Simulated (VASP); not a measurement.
A run of VASP 6.6.1:

Contents of POSCAR:

```
BiB2Sb
1.0
    3.8307627937      0.0000000000      0.0000000000
    0.0000000000      3.8307627937      0.0000000000
    0.0000000000      0.0000000000      5.4176775168
Sb B Bi
1 2 1
Direct
    0.0000000000      0.0000000000      0.0000000000
    0.0000000000      0.5000000000      0.7618180394
    0.5000000000      0.0000000000      0.2381819606
    0.5000000000      0.5000000000      0.5000000000
```

File INCAR.step1:

```
PREC = Accurate
ENCUT = 520
ISMEAR = 0
SIGMA = 0.01
LREAL = F
LASPH = T
NELM = 80
NBANDS = 21
GGA = PE
ALGO = Normal
EDIFF = 1E-4
LWAVE = T
LCHARG = F
```

Contents of INCAR.step2:

```
PREC = Accurate
ENCUT = 520
EDIFF = 1E-6
ISMEAR = 0
SIGMA = 0.01
LREAL = F
LASPH = T
NELM = 80
ALGO = Normal
ISIF = 2
LWAVE = F
LCHARG = F
METAGGA = R2SCAN
LMIXTAU = T
NBANDS = 21
ISTART = 1
```

Contents of KPOINTS:

```
Automatic mesh
0
Gamma
  6 6 4
```

Potentials or basis: VASP PAW PBE potentials, release 64 (Sb, B, Bi_d).

Launch:

```bash
$ cat potpaw_PBE.64/Sb/POTCAR potpaw_PBE.64/B/POTCAR potpaw_PBE.64/Bi_d/POTCAR > POTCAR
$ cp INCAR.step1 INCAR
$ mpirun -np 1 vasp_std > vasp.out
$ cp INCAR.step2 INCAR
$ mpirun -np 1 vasp_std > vasp.out
```

Hardware: 1 thread of AMD EPYC 7R13 Processor (Zen 3), on a shared host.

Problem. How long does it take, and how much memory?

Solution. Run time: 100 s on 1 thread of AMD EPYC 7R13 Processor (Zen 3), on a shared host, peak memory 0.18 GiB. Counts: k points 30.
